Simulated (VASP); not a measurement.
# TiRh (P4/mmm) in VASP: further runs

Runs on TiRh. Level: LDA. Tasks: single point, relaxation of cell and atoms.

Program: VASP 6.6.1. These are calculated values, not measurements. Logs are shortened: lines on timing, memory, paths and dates and some standing lists are left out, and cuts for length are marked.

## (1) The cell of the first run

The structure is tetragonal, space group P4/mmm (No. 123). The conventional cell has a = 2.900 Å, b = 2.900 Å, c = 3.343 Å, α = 90.00°, β = 90.00°, γ = 90.00°. Within 3.5 Å of Ti (site symmetry 4/mmm) lie 8 Rh at 2.65 Å and 6 Ti at 2.90 to 3.34 Å. Rh (site symmetry 4/mmm) has 8 Ti at 2.65 Å and 6 Rh at 2.90 to 3.34 Å within 3.5 Å.

## (2) Single point, LDA

File INCAR:

```
SYSTEM = TiRh
ALGO = Normal
EDIFF = 1E-6
ENCUT = 520
GGA = CA
ISIF = 2
ISMEAR = 0
LASPH = .True.
LCHARG = .True.
LELF = .True.
LREAL = .False.
LVHAR = .True.
LWAVE = .False.
NBANDS = 20
NELM = 100
PREC = Accurate
SIGMA = 0.1
```

File KPOINTS:

```
k-points
0
Gamma
  14 14 12
  0 0 0
```

File POSCAR:

```
TiRh
1.0
    2.9002421330      0.0000000000      0.0000000000
    0.0000000000      2.9002421330      0.0000000000
    0.0000000000      0.0000000000      3.3425615786
Ti Rh
1 1
Direct
    0.5000000000      0.5000000000      0.5000000000
    0.0000000000      0.0000000000      0.0000000000
```

Potentials or basis: VASP PAW LDA potentials, release 64 (Ti_sv, Rh_pv).

On the command line:

```console
> cat potpaw_LDA.64/Ti_sv/POTCAR potpaw_LDA.64/Rh_pv/POTCAR > POTCAR
> mpirun -np 1 vasp_std > vasp.out
```

OUTCAR:

```text
SYSTEM = TiRh
   EDIFF = 1E-6
   ENCUT = 520
   GGA = CA
   ISIF = 2
   ISMEAR = 0
   LASPH = .True.
   LREAL = .False.
   NELM = 100
   PREC = Accurate

 ion  position               nearest neighbor table
   1  0.500  0.500  0.500-   2 2.65   2 2.65   2 2.65   2 2.65   2 2.65   2 2.65   2 2.65   2 2.65

   2  0.000  0.000  0.000-   1 2.65   1 2.65   1 2.65   1 2.65   1 2.65   1 2.65   1 2.65   1 2.65

  LATTYP: Found a simple tetragonal cell.
 ALAT       =     2.9002421330
 C/A-ratio  =     1.1525112130

  Lattice vectors:

 A1 = (   2.9002421330,   0.0000000000,   0.0000000000)
 A2 = (   0.0000000000,   2.9002421330,   0.0000000000)
 A3 = (   0.0000000000,   0.0000000000,   3.3425615786)

Analysis of symmetry for initial positions (statically):
=====================================================================
 Subroutine PRICEL returns:
 Original cell was already a primitive cell.

 Routine SETGRP: Setting up the symmetry group for a
 simple tetragonal supercell.

 Subroutine GETGRP returns: Found 16 space group operations
 (whereof 16 operations were pure point group operations)
 out of a pool of 16 trial point group operations.

The static configuration has the point symmetry D_4h.

Analysis of symmetry for dynamics (positions and initial velocities):
=====================================================================
 Subroutine PRICEL returns:
 Original cell was already a primitive cell.

 Routine SETGRP: Setting up the symmetry group for a
 simple tetragonal supercell.

 Subroutine GETGRP returns: Found 16 space group operations
 (whereof 16 operations were pure point group operations)
 out of a pool of 16 trial point group operations.

The dynamic configuration has the point symmetry D_4h.

 Subroutine INISYM returns: Found 16 space group operations
 (whereof 16 operations are pure point group operations),
 and found     1 'primitive' translations

----------------------------------------------------------------------------------------

                                     Primitive cell

  volume of cell :      28.1156

  direct lattice vectors                    reciprocal lattice vectors
     2.900242133  0.000000000  0.000000000     0.344798798  0.000000000  0.000000000
     0.000000000  2.900242133  0.000000000     0.000000000  0.344798798  0.000000000
     0.000000000  0.000000000  3.342561579     0.000000000  0.000000000  0.299171751

  length of vectors
     2.900242133  2.900242133  3.342561579     0.344798798  0.344798798  0.299171751

  position of ions in fractional coordinates (direct lattice)
     0.500000000  0.500000000  0.500000000
     0.000000000  0.000000000  0.000000000

  ion indices of the primitive-cell ions
   primitive index   ion index
                 1           1
                 2           2

----------------------------------------------------------------------------------------

 KPOINTS: k-points

Automatic generation of k-mesh.
 Grid dimensions read from file:
 generate k-points for:   14   14   12

 Generating k-lattice:

  Cartesian coordinates                     Fractional coordinates (reciprocal lattice)
     0.024628486  0.000000000  0.000000000     0.071428571  0.000000000  0.000000000
     0.000000000  0.024628486  0.000000000     0.000000000  0.071428571  0.000000000
     0.000000000  0.000000000  0.024930979     0.000000000  0.000000000  0.083333333

  Length of vectors
     0.024628486  0.024628486  0.024930979

  Shift w.r.t. Gamma in fractional coordinates (k-lattice)
     0.000000000  0.000000000  0.000000000

 Subroutine IBZKPT returns following result:
 ===========================================

 Found    252 irreducible k-points:

 Following reciprocal coordinates:
            Coordinates               Weight
  0.000000  0.000000  0.000000      1.000000
  0.071429  0.000000  0.000000      4.000000
  0.142857  0.000000  0.000000      4.000000
  0.214286  0.000000  0.000000      4.000000
  0.285714  0.000000  0.000000      4.000000
  0.357143  0.000000  0.000000      4.000000
[... 16 lines left out ...]
  0.285714  0.214286  0.000000      8.000000
  0.357143  0.214286  0.000000      8.000000
 [... further k-points ...]
   k-points           NKPTS =    252   k-points in BZ     NKDIM =    252   number of bands    NBANDS=     20
   number of dos      NEDOS =    301   number of ions     NIONS =      2
   total plane-waves  NPLWV =  16128
   dimension x,y,z NGX =    24 NGY =   24 NGZ =   28
   dimension x,y,z NGXF=    48 NGYF=   48 NGZF=   56
   ions per type =               1   1
   NGX,Y,Z   is equivalent  to a cutoff of  13.76, 13.76, 13.93 a.u.
   NGXF,Y,Z  is equivalent  to a cutoff of  27.51, 27.51, 27.85 a.u.
 SYSTEM =  TiRh
   PREC   = accura    normal or accurate (medium, high low for compatibility)
   ISTART =      0    job   : 0-new  1-cont  2-samecut
   ICHARG =      2    charge: 1-file 2-atom 10-const
   ISPIN  =      1    spin polarized calculation?
   LNONCOLLINEAR =      F non collinear calculations
   LSORBIT =      F    spin-orbit coupling
   LASPH  =      T    aspherical Exc in radial PAW
   ENCUT  =  520.0 eV  38.22 Ry    6.18 a.u.   5.39  5.39  6.21*2*pi/ulx,y,z
   NELM   =    100;   NELMIN=  2; NELMDL= -5     # of ELM steps
   EDIFF  = 0.1E-05   stopping-criterion for ELM
   LREAL  =      F    real-space projection
   EDIFFG = 0.1E-04   stopping-criterion for IOM
   NSW    =      0    number of steps for IOM
   IBRION =     -1    ionic relax: 0-MD 1-quasi-New 2-CG
   NFREE  =      0    steps in history (QN), initial steepest desc. (CG)
   ISIF   =      2    stress and relaxation
   ISYM   =      2    0-nonsym 1-usesym 2-fastsym
   POTIM  = 0.5000    time-step for ionic-motion
   TEBEG  =    0.0;   TEEND  =   0.0 temperature during run
   PSTRESS=    0.0 pullay stress
   NELECT =      27.0000    total number of electrons
   NUPDOWN=      -1.0000    fix difference up-down
   EMIN   =  10.00;   EMAX   =-10.00  energy-range for DOS
   EFERMI =   0.00;   METHOD = LEGACY
   ISMEAR =     0;   SIGMA  =   0.10  broadening in eV -4-tet -1-fermi 0-gaus
   EFERMI_NEDOS =   21; number of points for ismear=-14 and -15
   IALGO  =     38    algorithm
   IMIX   =      4    mixing-type and parameters
     AMIX     =   0.40;   BMIX     =  1.00
     AMIX_MAG =   1.60;   BMIX_MAG =  1.00
  volume/ion in A,a.u.               =      14.06        94.87
  Fermi-wavevector in a.u.,A,eV,Ry     =   1.615152  3.052195 35.493743  2.608716
  Thomas-Fermi vector in A             =   2.709946
   LORBIT       =      0    0 simple, 1 ext, 2 COOP (PROOUT), +10 PAW based schemes
   GGA     = CA    functional components
   LHFCALC =     F    Hartree Fock is set to
   AEXX    =    0.0000 exact exchange contribution
   IVDW    =     0    specifies the selected vdW correction
   LEPSILON=     F    determine dielectric tensor
   LRPA    =     F    only Hartree local field effects (RPA)
 non-spin polarized calculation
 Gauss-broadening in eV      SIGMA  =   0.10
  energy-cutoff  :      520.00
  volume of cell :       28.12
 maximum number of plane-waves:       789
 NGX is ok and might be reduce to    24
   NGX = 11   NGY = 11   NGZ = 13

 number of electron      27.0000008 magnetization

 Free energy of the ion-electron system (eV)
  ---------------------------------------------------
  ext. energy  EPLUGINS =         0.00000000
  ---------------------------------------------------
  free energy    TOTEN  =       -18.74879567 eV

  energy without entropy =      -18.73454290  energy(sigma->0) =      -18.74166929

 E-fermi :  11.3592     XC(G=0): -13.5289

 val. band max:       11.3546787730   @ k =   0.2143   0.0714   0.4167
 cond. band min:      11.3603308365   @ k =   0.5000   0.4286   0.3333
 fundamental gap:      0.0056520635
 Fermi energy:        11.3591973850

 k-point     1 :       0.0000    0.0000    0.0000
  band No.  band energies     occupation
      1     -45.2622      2.00000
      2     -35.2972      2.00000
      3     -35.2229      2.00000
      4     -35.2229      2.00000
      5     -21.8437      2.00000
      6     -21.6905      2.00000
[... 12 lines left out ...]
     19      17.7852      0.00000
     20      22.0339      0.00000

 k-point     2 :       0.0714    0.0000    0.0000
  band No.  band energies     occupation
      1     -45.2602      2.00000
      2     -35.2960      2.00000
      3     -35.2318      2.00000
      4     -35.2220      2.00000
      5     -21.8430      2.00000
      6     -21.7112      2.00000
[... 12 lines left out ...]
     19      18.2500      0.00000
     20      21.5573      0.00000

 k-point     3 :       0.1429    0.0000    0.0000
  band No.  band energies     occupation
      1     -45.2546      2.00000
      2     -35.2927      2.00000
      3     -35.2566      2.00000
      4     -35.2194      2.00000
      5     -21.8411      2.00000
      6     -21.7689      2.00000
[... 12 lines left out ...]
     19      19.3288      0.00000
     20      20.4034      0.00000

 k-point     4 :       0.2143    0.0000    0.0000
  band No.  band energies     occupation
      1     -45.2464      2.00000
      2     -35.2923      2.00000
      3     -35.2879      2.00000
      4     -35.2156      2.00000
      5     -21.8514      2.00000
      6     -21.8384      2.00000
[... 12 lines left out ...]
     19      18.9971      0.00000
     20      20.6839      0.00000

 k-point     5 :       0.2857    0.0000    0.0000
  band No.  band energies     occupation
      1     -45.2373      2.00000
      2     -35.3317      2.00000
      3     -35.2826      2.00000
      4     -35.2115      2.00000
      5     -21.9421      2.00000
      6     -21.8355      2.00000
[... 12 lines left out ...]
     19      17.6150      0.00000
     20      22.1773      0.00000
[... 353 lines left out ...]
      6     -21.8213      2.00000
[... 12 lines left out ...]
     19      15.5046      0.00000
     20      26.0851      0.00000

 k-point    22 :       0.2143    0.2143    0.0000
  band No.  band energies     occupation
      1     -45.2294      2.00000
      2     -35.2903      2.00000
      3     -35.2841      2.00000
      4     -35.2794      2.00000
      5     -21.8468      2.00000
      6     -21.8280      2.00000
[... 12 lines left out ...]
     19      19.7427      0.00000
     20      21.6107      0.00000

 k-point    23 :       0.2857    0.2143    0.0000
  band No.  band energies     occupation
      1     -45.2197      2.00000
      2     -35.3280      2.00000
      3     -35.2840      2.00000
      4     -35.2745      2.00000
      5     -21.9212      2.00000
      6     -21.8221      2.00000
[... 12 lines left out ...]
     19      18.5437      0.00000
     20      22.1623      0.00000

 k-point    24 :       0.3571    0.2143    0.0000
  band No.  band energies     occupation
      1     -45.2109      2.00000
      2     -35.3643      2.00000
      3     -35.2816      2.00000
      4     -35.2701      2.00000
      5     -21.9965      2.00000
      6     -21.8167      2.00000
[... 12 lines left out ...]
     19      17.1297      0.00000
     20      23.0867      0.00000

 [... further k-points ...]

------------------------ aborting loop because EDIFF is reached ----------------------------------------

  FORCE on cell =-STRESS in cart. coord.  units (eV):
  Direction    XX          YY          ZZ          XY          YZ          ZX
  --------------------------------------------------------------------------------------
  -------------------------------------------------------------------------------------
  Total        0.0971185      0.0971185      0.0897766      0.0000000      0.0000000     -0.0000000
  in kB        5.5343223      5.5343223      5.1159448      0.0000000      0.0000000     -0.0000000
  external PRESSURE =       5.3948631 kB  Pullay stress =       0.0000000 kB

 VOLUME and BASIS-vectors are now :
 -----------------------------------------------------------------------------
  energy-cutoff  :      520.00
  volume of cell :       28.12
      direct lattice vectors                 reciprocal lattice vectors
     2.900242133  0.000000000  0.000000000     0.344798798  0.000000000  0.000000000
     0.000000000  2.900242133  0.000000000     0.000000000  0.344798798  0.000000000
     0.000000000  0.000000000  3.342561579     0.000000000  0.000000000  0.299171751

 POSITION                                       TOTAL-FORCE (eV/Angst)
 -----------------------------------------------------------------------------------
      1.45012      1.45012      1.67128         0.000000      0.000000      0.000000
      0.00000      0.00000      0.00000         0.000000      0.000000      0.000000
 -----------------------------------------------------------------------------------
    total drift:                                0.000000      0.000000     -0.000000

  FREE ENERGIE OF THE ION-ELECTRON SYSTEM (eV)
  ---------------------------------------------------
  free  energy   TOTEN  =       -18.7487956704 eV

  energy  without entropy=      -18.7345429028  energy(sigma->0) =      -18.74166929
```

It took 2.3 min on 1 thread of AMD EPYC 7R43 (Zen 3), shared host; peak memory 0.21 GiB.

What came out:

```
Free energy : -18.7488 eV
Pressure    : 0.5 GPa
```

Levels at points of the mesh, in eV from the Fermi level:
```tsv
k point	band 9	band 10	band 11	band 12	band 13	band 14	band 15	band 16	band 17	band 18
(0.00, 0.00, 0.00)	-5.61	-5.44	-2.58	-2.58	-1.68	0.22	1.39	2.78	2.93	2.93
(0.50, 0.00, 0.00)	-3.99	-3.30	-3.23	-2.49	-1.72	-1.02	-0.34	0.70	1.57	1.72
(0.50, 0.50, 0.00)	-5.26	-4.54	-4.54	-0.26	0.93	1.81	1.81	2.32	3.15	3.16
(0.00, 0.00, 0.50)	-4.51	-3.97	-2.27	-2.27	-1.42	-1.28	-0.60	0.94	0.94	2.14
(0.50, 0.00, 0.50)	-5.37	-3.38	-3.22	-1.55	0.29	0.69	0.69	0.77	2.73	2.86
(0.50, 0.50, 0.50)	-4.00	-4.00	-2.24	-1.60	-1.60	-1.09	-0.24	2.35	3.18	9.16
```

## (3) Relaxation of cell and atoms, LDA

This run uses another cell than the first one, of 14.98 Å³/atom, 1.066 times its volume.

File INCAR:

```
PREC = Accurate ; ENCUT = 600
EDIFF = 1E-7 ; ISMEAR = 0
SIGMA = 0.1 ; LREAL = F
LASPH = T ; NELM = 100
ALGO = Normal ; ISIF = 3
LWAVE = F ; LCHARG = F
IBRION = 2 ; NSW = 70
EDIFFG = -0.005
```

File KPOINTS:

```
Automatic mesh
0
Gamma
  14 14 12
```

File POSCAR:

```
TiRh
1.0
    2.9660089397      0.0000000000      0.0000000000
    0.0000000000      2.9660089397      0.0000000000
    0.0000000000      0.0000000000      3.4065970816
Ti Rh
1 1
Direct
    0.5000000000      0.5000000000      0.5000000000
    0.0000000000      0.0000000000      0.0000000000
```

Potentials or basis: VASP PAW LDA potentials, release 64 (Ti_sv, Rh_pv).

On the command line:

```console
> cat potpaw_LDA.64/Ti_sv/POTCAR potpaw_LDA.64/Rh_pv/POTCAR > POTCAR
> mpirun -np 1 vasp_std > vasp.out
```

It took 17 min on 1 thread of AMD EPYC 7R43 (Zen 3), shared host; peak memory 0.25 GiB.

Results (log left out):

* Free energy: -18.7501 eV
* Relaxed volume: 14.08 Å³/atom
* Relaxed cell: a = 2.902 Å, b = 2.902 Å, c = 3.345 Å, α = 90.00°, β = 90.00°, γ = 90.00°
* Space group after relaxing (to 0.05 Å): P4/mmm (No. 123)
* Energy gained by relaxing: 36.0 meV/atom
* Ionic steps: 9
* Pressure after relaxing: 0.0 GPa

Step by step:
| step | energy change (eV) | largest force (eV/Å) | pressure (GPa) | volume (Å³) |
| --- | --- | --- | --- | --- |
| 1 | 0.0000 | 0.0000 | -12.10 | 29.97 |
| 2 | 0.1710 | 0.0000 | 30.07 | 25.32 |
| 3 | -0.0719 | 0.0000 | -0.46 | 28.22 |
| 4 | -0.0720 | 0.0000 | -0.07 | 28.17 |
| 5 | -0.0720 | 0.0000 | 0.21 | 28.14 |
| 6 | -0.0720 | 0.0000 | -0.30 | 28.21 |
| 7 | -0.0720 | 0.0000 | -0.09 | 28.18 |
| 8 | -0.0720 | 0.0000 | -0.06 | 28.17 |
| 9 | -0.0721 | 0.0000 | -0.01 | 28.17 |

Final structure:
```
Ti Rh
1.0
     2.90187    0.00000    0.00000
     0.00000    2.90187    0.00000
     0.00000    0.00000    3.34469
Ti Rh
1 1
Direct
  0.50000 0.50000 0.50000
  0.00000 0.00000 0.00000
```

Levels at points of the mesh, in eV from the Fermi level:
```csv
k point,band 10,band 11,band 12,band 13,band 14,band 15,band 16,band 17
"(0.00, 0.00, 0.00)",-5.43,-2.57,-2.57,-1.67,0.22,1.38,2.78,2.92
"(0.50, 0.00, 0.00)",-3.29,-3.22,-2.48,-1.72,-1.02,-0.34,0.70,1.57
"(0.50, 0.50, 0.00)",-4.53,-4.53,-0.26,0.93,1.80,1.80,2.32,3.15
"(0.00, 0.00, 0.50)",-3.97,-2.27,-2.27,-1.41,-1.27,-0.61,0.94,0.94
"(0.50, 0.00, 0.50)",-3.38,-3.21,-1.55,0.29,0.69,0.69,0.77,2.72
"(0.50, 0.50, 0.50)",-3.99,-2.24,-1.59,-1.59,-1.08,-0.24,2.34,3.17
```

LDA usually gives volumes a few per cent too small. Zero-point motion and thermal expansion aren't in these numbers.
